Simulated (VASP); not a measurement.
# Al30Ga (a cell with a defect) in VASP: notebook, part 2 of 2

VASP 6.6.1. Earlier steps stand in the parts before.

## (3) Single point, PBE

File INCAR:

```
ALGO = Normal
EDIFF = 1E-6
ENCUT = 520
GGA = PE
ISIF = 2
ISMEAR = 0
LASPH = True
LCHARG = False
LREAL = Auto
LWAVE = False
NBANDS = 72
NELM = 100
PREC = Accurate
SIGMA = 0.05
```

File KPOINTS:

```
k-points
0
Gamma
  3 3 3
```

File POSCAR:

```
Al30Ga
1.0
    8.1000000000      0.0000000000      0.0000000000
    0.0000000000      8.1000000000      0.0000000000
    0.0000000000      0.0000000000      8.1000000000
Al Ga
30 1
Direct
    0.5000544444      0.0025403704     -0.0016858025
    0.7474596296      0.2499455556     -0.0016858025
    0.7505402469     -0.0005402469      0.2500000000
   -0.0009672840     -0.0010746914      0.0012309877
    0.2511904938      0.2488219753     -0.0005370370
    0.5011780247      0.4988095062     -0.0005370370
    0.7510746914      0.7509672840      0.0012309877
    0.2486079012     -0.0015948148      0.2500000000
    0.5003809877      0.2496190123      0.2500000000
    0.7515948148      0.5013920988      0.2500000000
    0.5000544444      0.0025403704      0.5016858025
    0.7474596296      0.2499455556      0.5016858025
    0.7477591358      0.0022408642      0.7500000000
   -0.0003467901      0.5010266667      0.0010792593
    0.2489733333      0.7503467901      0.0010792593
   -0.0011703704      0.2496161728      0.2500000000
    0.2488691358      0.5011308642      0.2500000000
    0.5003838272      0.7511703704      0.2500000000
   -0.0009672840     -0.0010746914      0.4987690123
    0.2511904938      0.2488219753      0.5005370370
    0.5011780247      0.4988095062      0.5005370370
    0.7510746914      0.7509672840      0.4987690123
    0.2516059259      0.0012713580      0.7500000000
    0.7487286420      0.4983940741      0.7500000000
   -0.0002176543      0.7502176543      0.2500000000
   -0.0003467901      0.5010266667      0.4989207407
    0.2489733333      0.7503467901      0.4989207407
   -0.0011367901      0.2489949383      0.7500000000
    0.5010050617      0.7511367901      0.7500000000
   -0.0003458025      0.7503458025      0.7500000000
    0.2561618519      0.4938381481      0.7500000000
```

Potentials or basis: VASP PAW PBE potentials, release 64 (Al, Ga_d).

Command:

```sh
$ cat potpaw_PBE.64/Al/POTCAR potpaw_PBE.64/Ga_d/POTCAR > POTCAR
$ mpirun -np 1 vasp_std > vasp.out
```

OUTCAR:

```text
EDIFF = 1E-6
   ENCUT = 520
   GGA = PE
   ISIF = 2
   ISMEAR = 0
   LASPH = True
   LREAL = Auto
   NELM = 100
   PREC = Accurate

 ion  position               nearest neighbor table
   1  0.500  0.003  0.998-   2 2.83   5 2.84  13 2.84  23 2.85   9 2.86  29 2.86   3 2.88   7 2.88
                            18 2.88   8 2.88  15 2.88
   2  0.747  0.250  0.998-   1 2.83   6 2.84  13 2.84  24 2.85   9 2.86  28 2.86   3 2.88   4 2.88
                            16 2.88  10 2.88  14 2.88
   3  0.751  0.999  0.250-   4 2.85   7 2.85  19 2.85  22 2.85  16 2.85  18 2.85  25 2.86   9 2.87
                             1 2.88  11 2.88  12 2.88   2 2.88
   4  0.999  0.999  0.001-   7 2.84   3 2.85  25 2.85   8 2.85  15 2.86  16 2.86  30 2.86  28 2.87
                             5 2.88  13 2.88   2 2.88  23 2.89
   5  0.251  0.249  0.999-  31 2.83   1 2.84  23 2.85   9 2.86   6 2.86   8 2.87  28 2.87   4 2.88
                            17 2.88  16 2.88  14 2.89
   6  0.501  0.499  0.999-  31 2.83   2 2.84  24 2.85   9 2.86   5 2.86  10 2.87  29 2.87   7 2.88
                            17 2.88  18 2.88  15 2.89
   7  0.751  0.751  0.001-   4 2.84   3 2.85  25 2.85  10 2.85  14 2.86  18 2.86  30 2.86  29 2.87
                             6 2.88  13 2.88   1 2.88  24 2.89
[... 288 lines left out ...]
      5      -7.3283      2.00000
      6      -3.4401      2.00000
[... 517 lines left out ...]
     62       9.2570      0.00000
     63       9.4997      0.00000
 [bands above 63 left out]

------------------------ aborting loop because EDIFF is reached ----------------------------------------

  FORCE on cell =-STRESS in cart. coord.  units (eV):
  Direction    XX          YY          ZZ          XY          YZ          ZX
  --------------------------------------------------------------------------------------
  -------------------------------------------------------------------------------------
  Total       -2.9493547     -2.9493547     -4.1652523      1.1678143      0.0000000      0.0000000
  in kB       -8.8916536     -8.8916536    -12.5573164      3.5207025      0.0000000      0.0000000
  external PRESSURE =     -10.1135412 kB  Pullay stress =       0.0000000 kB

 VOLUME and BASIS-vectors are now :
 -----------------------------------------------------------------------------
  energy-cutoff  :      520.00
  volume of cell :      531.44
      direct lattice vectors                 reciprocal lattice vectors
     8.100000000  0.000000000  0.000000000     0.123456790  0.000000000  0.000000000
     0.000000000  8.100000000  0.000000000     0.000000000  0.123456790  0.000000000
     0.000000000  0.000000000  8.100000000     0.000000000  0.000000000  0.123456790

 POSITION                                       TOTAL-FORCE (eV/Angst)
 -----------------------------------------------------------------------------------
      4.05044      0.02058      8.08634         0.001655      0.004590     -0.003243
      6.05442      2.02456      8.08634        -0.004590     -0.001655     -0.003243
      6.07938      8.09562      2.02500         0.000596     -0.000596     -0.000000
      8.09216      8.09129      0.00997        -0.004786     -0.000351      0.003973
      2.03464      2.01546      8.09565        -0.001774     -0.004828      0.002118
      4.05954      4.04036      8.09565         0.004828      0.001774      0.002118
[... 23 lines left out ...]
      8.09720      6.07780      6.07500         0.003398     -0.003398     -0.000000
      2.07491      4.00009      6.07500         0.014835     -0.014835     -0.000000
 -----------------------------------------------------------------------------------
    total drift:                               -0.003391      0.003391      0.000000

  FREE ENERGIE OF THE ION-ELECTRON SYSTEM (eV)
  ---------------------------------------------------
  free  energy   TOTEN  =      -115.0962193447 eV

  energy  without entropy=     -115.0817559082  energy(sigma->0) =     -115.08898763
```

OSZICAR:

```text
N       E                     dE             d eps       ncg     rms          rms(c)
DAV:   1     0.272138799853E+03    0.27214E+03   -0.36421E+04  1152   0.121E+03
DAV:   2    -0.811972047333E+02   -0.35334E+03   -0.33069E+03  1352   0.206E+02
DAV:   3    -0.114301963684E+03   -0.33105E+02   -0.31057E+02  1360   0.639E+01
DAV:   4    -0.116013877252E+03   -0.17119E+01   -0.16738E+01  1416   0.138E+01
DAV:   5    -0.116077071024E+03   -0.63194E-01   -0.62955E-01  1552   0.299E+00    0.722E+00
DAV:   6    -0.115381572707E+03    0.69550E+00   -0.11091E+00  1480   0.432E+00    0.426E+00
DAV:   7    -0.115149629245E+03    0.23194E+00   -0.25079E-01  1368   0.143E+00    0.154E+00
DAV:   8    -0.115098976644E+03    0.50653E-01   -0.39264E-02  1424   0.594E-01    0.504E-01
DAV:   9    -0.115096540775E+03    0.24359E-02   -0.32954E-03  1416   0.177E-01    0.319E-01
DAV:  10    -0.115096237322E+03    0.30345E-03   -0.73176E-04  1504   0.768E-02    0.800E-02
DAV:  11    -0.115096222214E+03    0.15108E-04   -0.11935E-04  1416   0.317E-02    0.241E-02
DAV:  12    -0.115096219202E+03    0.30122E-05   -0.19408E-05  1528   0.129E-02    0.130E-02
DAV:  13    -0.115096219345E+03   -0.14273E-06   -0.33994E-06  1264   0.579E-03
   1 F= -.11509622E+03 E0= -.11508899E+03  d E =-.144634E-01
```

Run time: 5 min. Hardware: 1 thread of Intel Xeon Platinum 8259CL at 2.50GHz (Skylake/Cascade Lake), shared host; peak memory 0.56 GiB.

Results:

```
Free energy            : -115.0962 eV
Pressure               : -1.0 GPa
Largest force          : 0.021 eV/Å
Band gap on the k mesh : zero (an odd number of electrons rules out a gap without spin polarisation)
```

Forces in eV/Å, atoms in the order of the input:
```
Al   0.002  0.005 -0.003
Al  -0.005 -0.002 -0.003
Al   0.001 -0.001  0.000
Al  -0.005  0.000  0.004
Al  -0.002 -0.005  0.002
Al   0.005  0.002  0.002
Al   0.000  0.005  0.004
Al  -0.003 -0.009  0.000
Al   0.004 -0.004  0.000
Al   0.009  0.003  0.000
Al   0.002  0.005  0.003
Al  -0.005 -0.002  0.003
Al  -0.003  0.003  0.000
Al   0.001  0.009 -0.001
Al  -0.009 -0.001 -0.001
Al  -0.007 -0.002  0.000
Al  -0.002  0.002  0.000
Al   0.002  0.007  0.000
Al  -0.005  0.000 -0.004
Al  -0.002 -0.005 -0.002
Al   0.005  0.002 -0.002
Al   0.000  0.005 -0.004
Al   0.005 -0.002  0.000
Al   0.002 -0.005  0.000
Al   0.002 -0.002  0.000
Al   0.001  0.009  0.001
Al  -0.009 -0.001  0.001
Al  -0.008 -0.005  0.000
Al   0.005  0.008  0.000
Al   0.003 -0.003  0.000
Ga   0.015 -0.015  0.000
```

## (4) Single point, PBE

File INCAR:

```
SYSTEM = Al30Ga
PREC = Accurate ; ENCUT = 520
EDIFF = 1E-6 ; ISMEAR = 0
SIGMA = 0.05 ; LREAL = Auto
LASPH = .TRUE. ; NELM = 100
ALGO = Normal ; ISIF = 2
LWAVE = .FALSE. ; LCHARG = .TRUE.
GGA = PE ; LELF = .TRUE.
LVHAR = .TRUE. ; NBANDS = 72
```

File KPOINTS:

```
Automatic mesh
0
G
  3 3 3
  0 0 0
```

POSCAR is that of step 3.

Command:

```sh
$ cat potpaw_PBE.64/Al/POTCAR potpaw_PBE.64/Ga_d/POTCAR > POTCAR
$ mpirun -np 1 vasp_std > vasp.out
```

It took 5 min on 1 thread of Intel Xeon Platinum 8259CL at 2.50GHz (Skylake/Cascade Lake), shared host; peak memory 0.57 GiB.

The run converged. Its results:

- Free energy: -115.0962 eV
- Pressure: -1.0 GPa
- Largest force: 0.021 eV/Å
- Band gap on the k mesh: zero (an odd number of electrons rules out a gap without spin polarisation)

Forces on the atoms (eV/Å):
```
Al   0.002  0.005 -0.003
Al  -0.005 -0.002 -0.003
Al   0.001 -0.001  0.000
Al  -0.005  0.000  0.004
Al  -0.002 -0.005  0.002
Al   0.005  0.002  0.002
Al   0.000  0.005  0.004
Al  -0.003 -0.009  0.000
Al   0.004 -0.004  0.000
Al   0.009  0.003  0.000
Al   0.002  0.005  0.003
Al  -0.005 -0.002  0.003
Al  -0.003  0.003  0.000
Al   0.001  0.009 -0.001
Al  -0.009 -0.001 -0.001
Al  -0.007 -0.002  0.000
Al  -0.002  0.002  0.000
Al   0.002  0.007  0.000
Al  -0.005  0.000 -0.004
Al  -0.002 -0.005 -0.002
Al   0.005  0.002 -0.002
Al   0.000  0.005 -0.004
Al   0.005 -0.002  0.000
Al   0.002 -0.005  0.000
Al   0.002 -0.002  0.000
Al   0.001  0.009  0.001
Al  -0.009 -0.001  0.001
Al  -0.008 -0.005  0.000
Al   0.005  0.008  0.000
Al   0.003 -0.003  0.000
Ga   0.015 -0.015  0.000
```

Stress tensor (GPa, compression positive):
```
-0.89  0.35  0.00
 0.35 -0.89  0.00
 0.00  0.00 -1.26
```

Levels at points of the mesh, in eV from the Fermi level:
| k point | band 50 | band 51 | band 52 | band 53 | band 54 | band 55 |
| --- | --- | --- | --- | --- | --- | --- |
| (0.00, 0.00, 0.00) | -0.24 | 0.43 | 0.51 | 0.52 | 0.55 | 0.59 |

## (5) Single point, PBE

File INCAR:

```
PREC = Accurate ; ENCUT = 520
EDIFF = 1E-6 ; ISMEAR = 0
SIGMA = 0.05 ; LREAL = Auto
LASPH = True ; NELM = 100
ALGO = Normal ; ISIF = 2
LWAVE = False ; LCHARG = False
GGA = PE ; NBANDS = 72
```

File KPOINTS:

```
Automatic mesh
0
Gamma
  3 3 3
```

File POSCAR:

```
Al30Ga
1.0
    8.1000000000      0.0000000000      0.0000000000
    0.0000000000      8.1000000000      0.0000000000
    0.0000000000      0.0000000000      8.1000000000
Al Ga
30 1
Direct
    0.4997992593      0.0028354321     -0.0030871605
    0.7471241975      0.2501129630     -0.0029550617
    0.7486214815      0.0012332099      0.2500691358
   -0.0019696296     -0.0006054321      0.0016222222
    0.2482535802      0.2445112346      0.0084233333
    0.5054925926      0.5016917284      0.0086858025
    0.7505654321      0.7518592593      0.0015135802
    0.2481940741     -0.0073337037      0.2501295062
    0.5012687654      0.2485332099      0.2500830864
    0.7575786420      0.5018079012      0.2500651852
    0.4998067901      0.0028561728      0.5032470370
    0.7471017284      0.2501208642      0.5031393827
    0.7480030864      0.0020653086      0.7500785185
    0.0030767901      0.5016334568     -0.0031743210
    0.2482595062      0.7469369136     -0.0030122222
   -0.0041733333      0.2499083951      0.2501102469
    0.2484023457      0.5015140741      0.2500812346
    0.5000762963      0.7543475309      0.2500453086
   -0.0019671605     -0.0005659259      0.4985595062
    0.2482980247      0.2446033333      0.4918575309
    0.5055154321      0.5017634568      0.4914487654
    0.7505813580      0.7519218519      0.4986000000
    0.2506039506      0.0016986420      0.7500881481
    0.7481249383      0.4992117284      0.7500590123
   -0.0005219753      0.7504441975      0.2500581481
    0.0030685185      0.5016675309      0.5033311111
    0.2482597531      0.7469192593      0.5032029630
    0.0008379012      0.2506982716      0.7500822222
    0.4991225926      0.7489739506      0.7500420988
    0.0007032099      0.7492540741      0.7500649383
    0.2935564198      0.4566424691      0.7501787654
```

Command:

```sh
$ cat potpaw_PBE.64/Al/POTCAR potpaw_PBE.64/Ga_d/POTCAR > POTCAR
$ mpirun -np 1 vasp_std > vasp.out
```

It took 17 min on 1 thread of Intel Xeon 8259CL, shared host; peak memory 0.67 GiB.

Results (log left out):

```
Free energy            : -114.9929 eV
Pressure               : -0.9 GPa
Largest force          : 0.404 eV/Å
Band gap on the k mesh : zero (an odd number of electrons rules out a gap without spin polarisation)
```

Forces on the atoms (eV/Å):
```
Al   0.008 -0.010 -0.002
Al   0.010 -0.007 -0.001
Al   0.007 -0.003  0.001
Al   0.006 -0.010  0.004
Al   0.032  0.003 -0.040
Al  -0.003 -0.032 -0.043
Al   0.009 -0.004  0.003
Al   0.006 -0.002  0.000
Al   0.015 -0.012  0.001
Al  -0.003 -0.008  0.000
Al   0.007 -0.011  0.001
Al   0.010 -0.006  0.000
Al   0.002 -0.007  0.001
Al   0.009 -0.011  0.003
Al   0.011 -0.008  0.002
Al   0.026 -0.008 -0.001
Al   0.004 -0.004  0.001
Al   0.007 -0.030  0.000
Al   0.006 -0.011 -0.004
Al   0.032  0.002  0.037
Al  -0.005 -0.034  0.043
Al   0.009 -0.005 -0.003
Al   0.006 -0.008  0.001
Al   0.010 -0.006  0.001
Al   0.005 -0.002  0.001
Al   0.009 -0.011 -0.004
Al   0.011 -0.008 -0.003
Al   0.000 -0.020  0.001
Al   0.024  0.003  0.001
Al   0.016 -0.017  0.002
Ga  -0.286  0.286 -0.002
```

Stress tensor (GPa, compression positive):
```
-0.90  0.26  0.00
 0.26 -0.90  0.00
 0.00  0.00 -0.87
```

Levels at points of the mesh, in eV from the Fermi level:
| k point | band 49 | band 50 | band 51 | band 52 | band 53 | band 54 | band 55 | band 56 |
| --- | --- | --- | --- | --- | --- | --- | --- | --- |
| (0.00, 0.00, 0.00) | -0.27 | -0.26 | 0.38 | 0.51 | 0.55 | 0.57 | 0.59 | 0.59 |

## (6) Summary

| cell | gap on the mesh (eV) | pressure (GPa) | largest force (eV/Å) |
| --- | --- | --- | --- |
| as given, atomic positions A | none | -0.7 | 0.44 |
| as given, atomic positions B | none | -1.0 | 0.02 |
| as given, atomic positions C | none | -0.9 | 0.40 |

Alike in all rows: task single point; level PBE; potentials or basis VASP PAW PBE potentials, release 64 (Al, Ga_d); no spin polarisation; k mesh 3 × 3 × 3; cutoff (eV) 520; smearing gaussian 0.05 eV.

Total energies depend on the potentials used, so only differences within one code and one set of settings carry meaning.
